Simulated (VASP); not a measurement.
# Cd (P6_3/mmc) in VASP: relaxation of volume and atoms at fixed shape with LDA

Aim: the relaxation of volume and atoms at fixed shape of Cd with LDA.

Program: VASP 6.6.1. These are calculated values, not measurements. Logs are shortened: lines on timing, memory, paths and dates and some standing lists are left out, and cuts for length are marked.

## 1. The cell of the first run

Symmetry: P6_3/mmc, No. 194, hexagonal system. Conventional cell: a = 2.979 Å, b = 2.979 Å, c = 5.618 Å, α = 90.00°, β = 90.00°, γ = 120.00°. Cd (site symmetry -6m2) has 12 Cd at 2.98 to 3.29 Å within 3.9 Å.

## 2. Relaxation of volume and atoms at fixed shape, LDA

Contents of INCAR:

```
PREC     = Accurate       # precision mode
ENCUT    = 630            # plane-wave cutoff, eV
EDIFF    = 1E-7           # SCF threshold, eV
ISMEAR   = 0              # smearing method
SIGMA    = 0.1            # smearing width, eV
LREAL    = F              # projectors in reciprocal space
LASPH    = T              # aspherical terms in the spheres
NELM     = 120            # most SCF steps
ALGO     = Normal         # electronic algorithm
ISIF     = 8              # what is computed and relaxed
LWAVE    = F              # write WAVECAR
LCHARG   = F              # write CHGCAR
IBRION   = 2              # ionic algorithm
NSW      = 80             # ionic steps
EDIFFG   = -0.02          # ionic threshold
GGA_COMPAT= F            
NELMIN   = 4
```

Contents of KPOINTS:

```
Automatic mesh
0
Gamma
  9 9 4
```

Contents of POSCAR:

```
Cd
1.0
    2.9788700000      0.0000000000      0.0000000000
   -1.4894350000      2.5797770000      0.0000000000
    0.0000000000      0.0000000000      5.6176500000
Cd
2
Direct
    0.3333333333      0.6666666667      0.2500000000
    0.6666666667      0.3333333333      0.7500000000
```

Potentials or basis: VASP PAW LDA potentials, release 64 (Cd_sv_GW).

On the command line:

```console
> cat potpaw_LDA.64/Cd_sv_GW/POTCAR > POTCAR
> mpirun -np 1 vasp_std > vasp.out
```

OUTCAR:

```text
PREC = Accurate
   ENCUT = 630
   EDIFF = 1E-7
   ISMEAR = 0
   LREAL = F
   LASPH = T
   NELM = 120
   ISIF = 8
   IBRION = 2
   NSW = 80
   EDIFFG = -0.02
   NELMIN = 4

 ion  position               nearest neighbor table
   1  0.333  0.667  0.250-
   2  0.667  0.333  0.750-

  LATTYP: Found a hexagonal cell.
 ALAT       =     2.9788700000
 C/A-ratio  =     1.8858325472

  Lattice vectors:

 A1 = (   2.9788700000,   0.0000000000,   0.0000000000)
 A2 = (  -1.4894350000,   2.5797770000,   0.0000000000)
 A3 = (   0.0000000000,   0.0000000000,   5.6176500000)

Analysis of symmetry for initial positions (statically):
=====================================================================
 Subroutine PRICEL returns:
 Original cell was already a primitive cell.

 Routine SETGRP: Setting up the symmetry group for a
 hexagonal supercell.

 Subroutine GETGRP returns: Found 24 space group operations
 (whereof 12 operations were pure point group operations)
 out of a pool of 24 trial point group operations.

The static configuration has the point symmetry D_3d.
 The point group associated with its full space group is D_6h.

Analysis of symmetry for dynamics (positions and initial velocities):
=====================================================================
 Subroutine PRICEL returns:
 Original cell was already a primitive cell.

 Routine SETGRP: Setting up the symmetry group for a
 hexagonal supercell.

 Subroutine GETGRP returns: Found 24 space group operations
 (whereof 12 operations were pure point group operations)
 out of a pool of 24 trial point group operations.

The dynamic configuration has the point symmetry D_3d.
 The point group associated with its full space group is D_6h.

 Subroutine INISYM returns: Found 24 space group operations
 (whereof 12 operations are pure point group operations),
 and found     1 'primitive' translations

----------------------------------------------------------------------------------------

                                     Primitive cell

  volume of cell :      43.1706

  direct lattice vectors                    reciprocal lattice vectors
     2.978870000  0.000000000  0.000000000     0.335697765  0.193815202  0.000000000
    -1.489435000  2.579777000  0.000000000     0.000000000  0.387630404  0.000000000
     0.000000000  0.000000000  5.617650000     0.000000000  0.000000000  0.178010378
[... 90 lines left out ...]
   ISIF   =      8    stress and relaxation
   ISYM   =      2    0-nonsym 1-usesym 2-fastsym
   POTIM  = 0.5000    time-step for ionic-motion
   TEBEG  =    0.0;   TEEND  =   0.0 temperature during run
   PSTRESS=    0.0 pullay stress
   NELECT =      40.0000    total number of electrons
   NUPDOWN=      -1.0000    fix difference up-down
   EMIN   =  10.00;   EMAX   =-10.00  energy-range for DOS
   EFERMI =   0.00;   METHOD = LEGACY
   ISMEAR =     0;   SIGMA  =   0.10  broadening in eV -4-tet -1-fermi 0-gaus
   EFERMI_NEDOS =   21; number of points for ismear=-14 and -15
   IALGO  =     38    algorithm
   IMIX   =      4    mixing-type and parameters
     AMIX     =   0.40;   BMIX     =  1.00
     AMIX_MAG =   1.60;   BMIX_MAG =  1.00
  volume/ion in A,a.u.               =      21.59       145.66
  Fermi-wavevector in a.u.,A,eV,Ry     =   1.595997  3.015997 34.656841  2.547206
  Thomas-Fermi vector in A             =   2.693828
   LORBIT       =      0    0 simple, 1 ext, 2 COOP (PROOUT), +10 PAW based schemes
   GGA     = CA    functional components
   LHFCALC =     F    Hartree Fock is set to
   AEXX    =    0.0000 exact exchange contribution
   IVDW    =     0    specifies the selected vdW correction
   LEPSILON=     F    determine dielectric tensor
   LRPA    =     F    only Hartree local field effects (RPA)
 conjugate gradient relaxation of ions
 non-spin polarized calculation
 Gauss-broadening in eV      SIGMA  =   0.10
  energy-cutoff  :      630.00
  volume of cell :       43.17
 maximum number of plane-waves:      1596
   NGX = 13   NGY = 13   NGZ = 23

--------------------------------------- Ionic step        1  -------------------------------------------

 number of electron      39.9999998 magnetization

 Free energy of the ion-electron system (eV)
  ---------------------------------------------------
  ext. energy  EPLUGINS =         0.00000000
  ---------------------------------------------------
  free energy    TOTEN  =        -2.99348285 eV

  energy without entropy =       -2.98650646  energy(sigma->0) =       -2.98999466

------------------------ aborting loop because EDIFF is reached ----------------------------------------

  FORCE on cell =-STRESS in cart. coord.  units (eV):
  Direction    XX          YY          ZZ          XY          YZ          ZX
  --------------------------------------------------------------------------------------
  -------------------------------------------------------------------------------------
  Total       -1.3032390     -1.3032389     -0.5552720      0.0000000      0.0000000      0.0000000
  in kB      -48.3666768    -48.3666732    -20.6076251      0.0000000      0.0000000      0.0000000
  external PRESSURE =     -39.1136583 kB  Pullay stress =       0.0000000 kB
[... 59 lines left out ...]
--------------------------------------- Ionic step        3  -------------------------------------------

 number of electron      40.0000003 magnetization

 Free energy of the ion-electron system (eV)
  ---------------------------------------------------
  ext. energy  EPLUGINS =         0.00000000
  ---------------------------------------------------
  free energy    TOTEN  =        -3.03211329 eV

  energy without entropy =       -3.02607055  energy(sigma->0) =       -3.02909192

 E-fermi :   7.2136     XC(G=0): -12.0677

 val. band max:        7.2028891301   @ k =   0.3333   0.2222   0.2500
 cond. band min:       7.3092678481   @ k =   0.3333   0.3333   0.2500
 fundamental gap:      0.1063787180
 Fermi energy:         7.2135725682

 k-point     1 :       0.0000    0.0000    0.0000
  band No.  band energies     occupation
      1     -95.6448      2.00000
      2     -95.6431      2.00000
      3     -57.0261      2.00000
      4     -56.9984      2.00000
      5     -56.9744      2.00000
      6     -56.9744      2.00000
[... 637 lines left out ...]
     23      10.0242      0.00000
     24      10.4312      0.00000

 [... further k-points ...]

------------------------ aborting loop because EDIFF is reached ----------------------------------------

  FORCE on cell =-STRESS in cart. coord.  units (eV):
  Direction    XX          YY          ZZ          XY          YZ          ZX
  --------------------------------------------------------------------------------------
  -------------------------------------------------------------------------------------
  Total       -0.1718240     -0.1718240      0.3284402      0.0000000      0.0000000      0.0000000
  in kB       -6.8364372     -6.8364367     13.0677956      0.0000000      0.0000000      0.0000000
  external PRESSURE =      -0.2016928 kB  Pullay stress =       0.0000000 kB
[... 17 lines left out ...]
  FREE ENERGIE OF THE ION-ELECTRON SYSTEM (eV)
  ---------------------------------------------------
  free  energy   TOTEN  =        -3.0321132943 eV

  energy  without entropy=       -3.0260705535  energy(sigma->0) =       -3.02909192

 reached required accuracy - stopping structural energy minimisation
```

OSZICAR:

```text
N       E                     dE             d eps       ncg     rms          rms(c)
DAV:   1     0.111884140704E+04    0.11188E+04   -0.28111E+04  1760   0.283E+03
DAV:   2     0.132557411600E+03   -0.98628E+03   -0.95116E+03  1728   0.105E+03
DAV:   3     0.261498981259E+01   -0.12994E+03   -0.12877E+03  2768   0.437E+02
[... 24 lines left out ...]
DAV:   4    -0.303209605631E+01    0.17020E-03   -0.80854E-04  2632   0.428E-01    0.447E-02
DAV:   5    -0.303210674178E+01   -0.10685E-04   -0.94045E-05  2872   0.251E-01    0.174E-02
DAV:   6    -0.303211368214E+01   -0.69404E-05   -0.20470E-05  2656   0.976E-02    0.902E-03
DAV:   7    -0.303211329556E+01    0.38658E-06   -0.93354E-07  2312   0.102E-02    0.100E-03
DAV:   8    -0.303211329431E+01    0.12515E-08   -0.58085E-08  1312   0.620E-03
   3 F= -.30321133E+01 E0= -.30290919E+01  d E =-.386304E-01
```

CONTCAR:

```text
Cd
   1.00000000000000
     2.9105624197536537    0.0000000000000000    0.0000000000000000
    -1.4552812098768269    2.5206209024042074    0.0000000000000000
     0.0000000000000000    0.0000000000000000    5.4888333419481592
  Cd
     2
Direct
     0.3333333332999970    0.6666666667000030    0.2500000000000000
     0.6666666667000030    0.3333333332999970    0.7500000000000000

  0.00000000E+00  0.00000000E+00  0.00000000E+00
  0.00000000E+00  0.00000000E+00  0.00000000E+00
```

It took 64 s on 1 thread of AMD EPYC 9R45 (Zen 5), shared host; peak memory 0.17 GiB.

What came out:

| Property | Result |
| --- | --- |
| Free energy | -3.0321 eV |
| Relaxed volume | 20.13 Å³/atom |
| Relaxed cell | a = 2.911 Å, b = 2.911 Å, c = 5.489 Å, α = 90.00°, β = 90.00°, γ = 120.00° |
| Space group after relaxing (to 0.1 Å) | P6_3/mmc (No. 194) |
| Energy gained by relaxing | 19.3 meV/atom |
| Ionic steps | 3 |
| Pressure after relaxing | 0.0 GPa |
| Band gap on the k mesh | zero (bands 20 and 21 overlap by 4.06 eV) |

Step by step:
| step | energy change (eV) | largest force (eV/Å) | pressure (GPa) | volume (Å³) |
| --- | --- | --- | --- | --- |
| 1 | 0.0000 | 0.0000 | -3.91 | 43.17 |
| 2 | -0.0381 | 0.0000 | 0.56 | 39.96 |
| 3 | -0.0386 | 0.0000 | -0.02 | 40.27 |

Final structure:
```
Cd
1.0
     2.91056    0.00000    0.00000
    -1.45528    2.52062    0.00000
     0.00000    0.00000    5.48883
Cd
2
Direct
  0.33333 0.66667 0.25000
  0.66667 0.33333 0.75000
```

Levels at points of the mesh, in eV from the Fermi level:
```tsv
k point	band 17	band 18	band 19	band 20	band 21	band 22	band 23	band 24
(0.00, 0.00, 0.00)	-9.04	-8.74	-8.74	-3.63	-3.27	10.38	13.72	14.99
(0.00, 0.00, 0.50)	-8.87	-8.87	-8.05	-8.05	3.61	3.61	13.99	13.99
```

LDA usually gives volumes a few per cent too small. Zero-point motion and thermal expansion aren't in these numbers.

The gap in the log of VASP goes by the Fermi energy; the results here count the filled bands.